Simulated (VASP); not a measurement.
# Mg64O64F (a cell with a defect) in VASP: further runs

Mg64O64F (a cell with a defect) is run at these levels: PBE; tasks: single point.

All numbers are computed with VASP 6.6.1; they aren't measurements. Logs are shortened: lines on timing, memory, paths and dates and some standing lists are left out, and cuts for length are marked.

## (1) The cell of the first run

The cell holds a defect, 129 atoms: a = 12.033 Å, b = 12.033 Å, c = 12.033 Å, α = 60.00°, β = 60.00°, γ = 60.00°.

## (2) Single point, PBE

The input, INCAR:

```
  PREC = Accurate
  ENCUT = 520
  EDIFF = 1E-6
  ISMEAR = -1
  SIGMA = 0.01
  LREAL = Auto
  LASPH = True
  NELM = 60
  ALGO = Normal
  ISIF = 2
  LWAVE = False
  LCHARG = False
  GGA = PE
  NBANDS = 330
  NELECT = 520.0
```

The input, KPOINTS:

```
regular mesh
0
Gamma
  1 1 1
```

The input, POSCAR:

```
Mg64O64F
1.0
    0.0000000000      8.5087624600      8.5087624600
    8.5087624600      0.0000000000      8.5087624600
    8.5087624600      8.5087624600      0.0000000000
Mg O F
64 64 1
Direct
    0.0006500358      0.0029668239     -0.0007756710
    0.0006130739      0.0030412766      0.2470033110
   -0.0002015569      0.0027141432      0.4975479125
   -0.0001825177      0.0029413208      0.7500523172
    0.0021942674      0.2545678658     -0.0034459183
    0.0012576447      0.2516769048      0.2485828004
[... 121 lines left out ...]
    0.8698139753      0.8802727230      0.8773073094
    0.1517747741      0.6517807409      0.7211878965
```

Potentials or basis: VASP PAW PBE potentials, release 64 (Mg, O, F).

Run with:

```sh
cat potpaw_PBE.64/Mg/POTCAR potpaw_PBE.64/O/POTCAR potpaw_PBE.64/F/POTCAR > POTCAR
mpirun -np 1 vasp_gam > vasp.out
```

OUTCAR:

```text
PREC = Accurate
   ENCUT = 520
   EDIFF = 1E-6
   ISMEAR = -1
   LREAL = Auto
   LASPH = True
   NELM = 60
   ISIF = 2
   GGA = PE
   NELECT = 520.0

 ion  position               nearest neighbor table
   1  0.001  0.003  0.999-  80 2.10  77 2.11  68 2.12 113 2.12 116 2.13 125 2.15  13 2.97   2 2.98
                            17 2.99  53 2.99  20 3.00   4 3.00   8 3.01  50 3.02   5 3.02  29 3.02
   2  0.001  0.003  0.247-  78 2.10  77 2.11  65 2.11 113 2.12 114 2.13 126 2.15  15 2.96   1 2.98
                            17 2.99  54 2.99  18 3.00   6 3.01   3 3.01  50 3.02   5 3.02  30 3.02
   3  1.000  0.003  0.498-  79 2.07  66 2.10 114 2.12  78 2.13 115 2.14 127 2.15  16 2.93  18 2.98
                            19 2.98  55 2.99   7 3.00   6 3.00   2 3.01  51 3.02  31 3.03   4 3.04
   4  1.000  0.003  0.750-  79 2.06  67 2.10 116 2.12  80 2.13 115 2.15 128 2.15  16 2.93  20 2.98
                            19 2.98  56 2.99   7 2.99   8 2.99   1 3.00  49 3.02  32 3.03   3 3.04
   5  0.002  0.255  0.997- 120 2.12 117 2.12  72 2.12  68 2.13  65 2.13 113 2.16  57 2.98  24 2.99
                            21 2.99   8 3.01   6 3.01  53 3.02  54 3.02   2 3.02   1 3.02  17 3.02
   6  0.001  0.252  0.249-  69 2.07  66 2.12 118 2.13 117 2.13  65 2.13 114 2.14  21 2.98  22 2.99
                             3 3.00  58 3.00   2 3.01  54 3.01  55 3.01  10 3.01   7 3.01   5 3.01
   7  0.000  0.250  0.500-  70 2.11 119 2.13 118 2.13  67 2.13  66 2.13 115 2.13  23 2.98  22 2.99
                             4 2.99   3 3.00  56 3.00  55 3.00   8 3.01   6 3.01  59 3.01  10 3.02
   8  0.001  0.252  0.748-  71 2.07  67 2.13 120 2.13 119 2.13  68 2.13 116 2.14  24 2.98  23 2.99
                             4 2.99  60 3.00  53 3.01   1 3.01   7 3.01  56 3.01   5 3.01  11 3.01
   9  0.007  0.507  0.997-  76 1.99 121 2.16  69 2.16 124 2.18  72 2.18 117 2.20  10 2.97  13 2.99
                            25 2.99  61 3.03  21 3.03   6 3.05  58 3.05   5 3.07  57 3.07  16 3.08
  10  0.001  0.501  0.249-  73 2.12  70 2.13 122 2.13  69 2.14 121 2.14 118 2.14  13 2.96  25 2.96
                             9 2.97  14 2.99  26 2.99  11 2.99  58 3.01   6 3.01  59 3.02   7 3.02
  11  0.002  0.502  0.498-  74 2.12  70 2.14 122 2.14 123 2.14  71 2.14 119 2.15  15 2.96  27 2.96
                            12 2.97  26 2.99  14 2.99  10 2.99  60 3.01   8 3.01  59 3.02   7 3.02
  12  0.007  0.507  0.739-  75 1.98  71 2.17 123 2.17 124 2.18  72 2.18 120 2.20  11 2.97  27 2.99
                            15 2.99  64 3.03  24 3.03  60 3.05   8 3.05  57 3.07   5 3.07  16 3.08
  13  0.996  0.753  0.010-  76 1.89 125 2.05  80 2.15 121 2.15  73 2.16 128 2.21  14 2.88  62 2.96
                            10 2.96   1 2.97  29 2.97  32 2.97  49 2.98   9 2.99  61 3.04   4 3.07
  14  0.000  0.750  0.249-  74 2.03  73 2.04 125 2.13 126 2.14 122 2.14  77 2.15  13 2.88  15 2.89
                            10 2.99  29 2.99  30 2.99  11 2.99  26 3.01  50 3.02   1 3.02   2 3.03
  15  0.995  0.754  0.490-  75 1.88 126 2.04  78 2.15 123 2.15  74 2.18 127 2.20  14 2.89  63 2.95
                            11 2.96   2 2.96  31 2.97  30 2.97  51 2.97  12 2.99  64 3.04   3 3.07
[... 160 lines left out ...]
 127  0.870  0.880  0.623-  16 2.02  51 2.09  64 2.14  52 2.14   3 2.15  15 2.20
 128  0.870  0.880  0.877-  16 2.01  49 2.09  61 2.14  52 2.14   4 2.15  13 2.21
 129  0.152  0.652  0.721-  16 1.83  28 1.83  31 2.10  32 2.13

  LATTYP: Found a face centered cubic cell.
 ALAT       =    17.0175249200

  Lattice vectors:

 A1 = (   0.0000000000,   8.5087624600,   8.5087624600)
 A2 = (   8.5087624600,   0.0000000000,   8.5087624600)
 A3 = (   8.5087624600,   8.5087624600,   0.0000000000)

Analysis of symmetry for initial positions (statically):
=====================================================================
 Subroutine PRICEL returns:
 Original cell was already a primitive cell.

 Routine SETGRP: Setting up the symmetry group for a
 face centered cubic supercell.

 Subroutine GETGRP returns: Found  1 space group operations
 (whereof  1 operations were pure point group operations)
 out of a pool of 48 trial point group operations.

The static configuration has the point symmetry C_1 .

Analysis of symmetry for dynamics (positions and initial velocities):
=====================================================================
 Subroutine PRICEL returns:
 Original cell was already a primitive cell.

 Routine SETGRP: Setting up the symmetry group for a
 face centered cubic supercell.

 Subroutine GETGRP returns: Found  1 space group operations
 (whereof  1 operations were pure point group operations)
 out of a pool of 48 trial point group operations.

The dynamic configuration has the point symmetry C_1 .

 Subroutine INISYM returns: Found  1 space group operations
 (whereof  1 operations are pure point group operations),
 and found     1 'primitive' translations

----------------------------------------------------------------------------------------

                                     Primitive cell

  volume of cell :    1232.0524

  direct lattice vectors                    reciprocal lattice vectors
     0.000000000  8.508762460  8.508762460    -0.058762952  0.058762952  0.058762952
     8.508762460  0.000000000  8.508762460     0.058762952 -0.058762952  0.058762952
     8.508762460  8.508762460  0.000000000     0.058762952  0.058762952 -0.058762952

  length of vectors
    12.033207270 12.033207270 12.033207270     0.101780418  0.101780418  0.101780418

  position of ions in fractional coordinates (direct lattice)
     0.000650036  0.002966824  0.999224329
     0.000613074  0.003041277  0.247003311
     0.999798443  0.002714143  0.497547913
     0.999817482  0.002941321  0.750052317
     0.002194267  0.254567866  0.996554082
     0.001257645  0.251676905  0.248582800
[... 121 lines left out ...]
     0.869813975  0.880272723  0.877307309
     0.151774774  0.651780741  0.721187896

  ion indices of the primitive-cell ions
   primitive index   ion index
                 1           1
                 2           2
                 3           3
                 4           4
                 5           5
                 6           6
[... 19 lines left out ...]
                26          26
                27          27
   k-points           NKPTS =      1   k-points in BZ     NKDIM =      1   number of bands    NBANDS=    330
   number of dos      NEDOS =    301   number of ions     NIONS =    129
   total plane-waves  NPLWV = 729000
   dimension x,y,z NGX =    90 NGY =   90 NGZ =   90
   dimension x,y,z NGXF=   180 NGYF=  180 NGZF=  180
   ions per type =              64  64   1
   NGX,Y,Z   is equivalent  to a cutoff of  12.43, 12.43, 12.43 a.u.
   NGXF,Y,Z  is equivalent  to a cutoff of  24.87, 24.87, 24.87 a.u.
 SYSTEM =  unknown system
   PREC   = accura    normal or accurate (medium, high low for compatibility)
   ISTART =      0    job   : 0-new  1-cont  2-samecut
   ICHARG =      2    charge: 1-file 2-atom 10-const
   ISPIN  =      1    spin polarized calculation?
   LNONCOLLINEAR =      F non collinear calculations
   LSORBIT =      F    spin-orbit coupling
   LASPH  =      T    aspherical Exc in radial PAW
   ENCUT  =  520.0 eV  38.22 Ry    6.18 a.u.  22.37 22.37 22.37*2*pi/ulx,y,z
   NELM   =     60;   NELMIN=  2; NELMDL= -5     # of ELM steps
   EDIFF  = 0.1E-05   stopping-criterion for ELM
   LREAL  =      T    real-space projection
   EDIFFG = 0.1E-04   stopping-criterion for IOM
   NSW    =      0    number of steps for IOM
   IBRION =     -1    ionic relax: 0-MD 1-quasi-New 2-CG
   NFREE  =      0    steps in history (QN), initial steepest desc. (CG)
   ISIF   =      2    stress and relaxation
   ISYM   =      2    0-nonsym 1-usesym 2-fastsym
   POTIM  = 0.5000    time-step for ionic-motion
   TEBEG  =    0.0;   TEEND  =   0.0 temperature during run
   PSTRESS=    0.0 pullay stress
   NELECT =     520.0000    total number of electrons
   NUPDOWN=      -1.0000    fix difference up-down
   EMIN   =  10.00;   EMAX   =-10.00  energy-range for DOS
   EFERMI =   0.00;   METHOD = LEGACY
   ISMEAR =    -1;   SIGMA  =   0.01  broadening in eV -4-tet -1-fermi 0-gaus
   EFERMI_NEDOS =   21; number of points for ismear=-14 and -15
   IALGO  =     38    algorithm
   IMIX   =      4    mixing-type and parameters
     AMIX     =   0.40;   BMIX     =  1.00
     AMIX_MAG =   1.60;   BMIX_MAG =  1.00
  volume/ion in A,a.u.               =       9.55        64.45
  Fermi-wavevector in a.u.,A,eV,Ry     =   1.228003  2.320590 20.517479  1.507992
  Thomas-Fermi vector in A             =   2.362945
   LORBIT       =      0    0 simple, 1 ext, 2 COOP (PROOUT), +10 PAW based schemes
   GGA     = PE    functional components
   LHFCALC =     F    Hartree Fock is set to
   AEXX    =    0.0000 exact exchange contribution
   IVDW    =     0    specifies the selected vdW correction
   LEPSILON=     F    determine dielectric tensor
   LRPA    =     F    only Hartree local field effects (RPA)
 non-spin polarized calculation
  energy-cutoff  :      520.00
  volume of cell :     1232.05
 maximum number of plane-waves:     16612
 NGX is ok and might be reduce to    90
   NGX = 45   NGY = 45   NGZ = 45

 number of electron     519.9999990 magnetization

 Free energy of the ion-electron system (eV)
  ---------------------------------------------------
  ext. energy  EPLUGINS =         0.00000000
  ---------------------------------------------------
  free energy    TOTEN  =      -756.56408242 eV

  energy without entropy =     -756.56408242  energy(sigma->0) =     -756.56408242

 E-fermi :   5.1344     XC(G=0): -10.9731

 val. band max:        4.7935925582   @ k =   0.0000   0.0000   0.0000
 cond. band min:       7.4747169536   @ k =   0.0000   0.0000   0.0000
 fundamental gap:      2.6811243954
 Fermi energy:         5.1344289469

 k-point     1 :       0.0000    0.0000    0.0000
  band No.  band energies     occupation
      1     -19.2424      2.00000
      2     -14.1437      2.00000
      3     -13.6615      2.00000
      4     -13.6428      2.00000
      5     -13.6351      2.00000
      6     -13.5870      2.00000
[... 264 lines left out ...]
    271      10.7035      0.00000
    272      10.7189      0.00000
 [bands above 272 left out]

------------------------ aborting loop because EDIFF is reached ----------------------------------------

  FORCE on cell =-STRESS in cart. coord.  units (eV):
  Direction    XX          YY          ZZ          XY          YZ          ZX
  --------------------------------------------------------------------------------------
  -------------------------------------------------------------------------------------
  Total       26.5912508     26.6312723     10.1756863      4.3476382      0.0582324      0.0509280
  in kB       34.5796150     34.6316595     13.2325974      5.6537264      0.0757262      0.0662275
  external PRESSURE =      27.4812906 kB  Pullay stress =       0.0000000 kB

 VOLUME and BASIS-vectors are now :
 -----------------------------------------------------------------------------
  energy-cutoff  :      520.00
  volume of cell :     1232.05
      direct lattice vectors                 reciprocal lattice vectors
     0.000000000  8.508762460  8.508762460    -0.058762952  0.058762952  0.058762952
     8.508762460  0.000000000  8.508762460     0.058762952 -0.058762952  0.058762952
     8.508762460  8.508762460  0.000000000     0.058762952  0.058762952 -0.058762952

 POSITION                                       TOTAL-FORCE (eV/Angst)
 -----------------------------------------------------------------------------------
      8.52741      8.50769      0.03078        -0.011729      0.004368     -0.004114
      2.12757      2.10691      0.03109        -0.002760      0.012094     -0.005532
      4.25661     12.74056      8.53014         0.010337      0.018336      0.004724
      6.40704     14.88923      8.53224        -0.017657     -0.008901      0.006025
     10.64550      8.49811      2.18473        -0.003922      0.006702     -0.007846
      4.25659      2.12583      2.15216         0.004307      0.020822     -0.007280
[... 121 lines left out ...]
     14.95483     14.86584     14.89107        -0.002547      0.003541     -0.004398
     11.68226      7.42783      6.83726         0.021071      0.043600      0.804999
 -----------------------------------------------------------------------------------
    total drift:                               -0.007294     -0.005705     -0.001303

  FREE ENERGIE OF THE ION-ELECTRON SYSTEM (eV)
  ---------------------------------------------------
  free  energy   TOTEN  =      -756.5640824201 eV

  energy  without entropy=     -756.5640824201  energy(sigma->0) =     -756.56408242
```

Wall time 35 min (1 thread of AMD EPYC 7R43 (Zen 3), shared host); peak memory 1.4 GiB.

Results:

| Property | Result |
| --- | --- |
| Free energy | -756.5641 eV |
| Largest force | 0.806 eV/Å |

Levels at points of the mesh, in eV from the Fermi level:
```
           k point  band 257  band 258  band 259  band 260  band 261  band 262  band 263  band 264
(0.00, 0.00, 0.00)     -1.97     -1.91     -1.44     -0.34      2.34      4.61      4.61      4.68
```

Caveat: the k points lie up to 0.64 Å⁻¹ apart; the cell carries a net charge on a neutralising background, which shifts energy and pressure; the cell is charged against a uniform background, so pressure and absolute levels hang on convention.

## (3) Single point, PBE

The input, INCAR:

```
PREC = Accurate ; ENCUT = 520
EDIFF = 1E-7 ; ISMEAR = -1
SIGMA = 0.01 ; LREAL = Auto
LASPH = T ; NELM = 80
ALGO = Normal ; ISIF = 2
LWAVE = F ; LCHARG = F
GGA = PE ; NBANDS = 330
NELECT = 520.0
```

The input, KPOINTS:

```
Automatic mesh
0
Gamma
  1 1 1
```

The input, POSCAR:

```
Mg64O64F
1.0
    0.0000000000      8.5087624600      8.5087624600
    8.5087624600      0.0000000000      8.5087624600
    8.5087624600      8.5087624600      0.0000000000
Mg O F
64 64 1
Direct
    0.0005489635      0.0017096493     -0.0005434398
    0.0005108263      0.0017339184      0.2482275783
   -0.0008491247      0.0036504721      0.4982099359
   -0.0008869092      0.0038485620      0.7491543606
    0.0016618163      0.2527192421     -0.0022260581
    0.0011036858      0.2509047597      0.2494439127
[... 121 lines left out ...]
    0.8713282378      0.8782432269      0.8766304189
    0.1724030970      0.6728380334      0.7013810796
```

Potentials or basis: VASP PAW PBE potentials, release 64 (Mg, O, F).

Run with:

```sh
cat potpaw_PBE.64/Mg/POTCAR potpaw_PBE.64/O/POTCAR potpaw_PBE.64/F/POTCAR > POTCAR
mpirun -np 1 vasp_gam > vasp.out
```

Run time: 21 min. Hardware: 1 thread of Intel Xeon Platinum 8259CL at 2.50GHz (Skylake/Cascade Lake), shared host; peak memory 1.4 GiB.

The run converged. Its results:

| Quantity | Value |
| --- | --- |
| Free energy | -756.9201 eV |
| Largest force | 0.318 eV/Å |

Levels at points of the mesh, in eV from the Fermi level:
| k point | band 258 | band 259 | band 260 | band 261 | band 262 | band 263 |
| --- | --- | --- | --- | --- | --- | --- |
| (0.00, 0.00, 0.00) | -1.20 | -0.80 | -0.29 | 2.97 | 5.24 | 5.25 |

Caveat: the k points lie up to 0.64 Å⁻¹ apart; the cell carries a net charge on a neutralising background, which shifts energy and pressure; the cell is charged against a uniform background, so pressure and absolute levels hang on convention.
